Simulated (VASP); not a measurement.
Runs of VASP 6.6.1 on NbN (sol). The structure is that of space group Fm-3m (No. 225), or close to it. The cells are those of the table. 

```csv
task,cell,k mesh,gap on the mesh (eV),pressure (GPa)
relaxation of cell and atoms,"relaxed from a = 3.098 Å, angles 60.0°, 2 atoms",16 × 16 × 16,-,0.0
single point,"a = 3.097 Å, angles 60.0°, 2 atoms",16 × 16 × 16,none,-0.7
single point,"a = 3.098 Å, angles 60.0°, 2 atoms",8 × 8 × 8,none,(a)
relaxation of cell and atoms,"relaxed from a = 3.148 Å, angles 60.0°, 2 atoms",8 × 8 × 8,-,-0.6
single point,"a = 3.148 Å, angles 60.0°, 2 atoms",8 × 8 × 8,none,-15.1
```

Alike in all rows: level PBEsol; potentials or basis VASP PAW PBE potentials, release 64 (Nb_sv, N); no spin polarisation; cutoff (eV) 600; smearing gaussian 0.1 eV.

Question: Fill in the values left out.

Answer: (a) -0.8.

Caveats: the PAW data sets were made with another functional, which shifts forces and pressure a little; the bands computed are all filled at some k points, so no gap is given (some runs).

A k mesh can miss the band edges, and the runs leave out spin-orbit coupling on Nb.

A gap of «none» marks levels without a gap at the run's occupations.
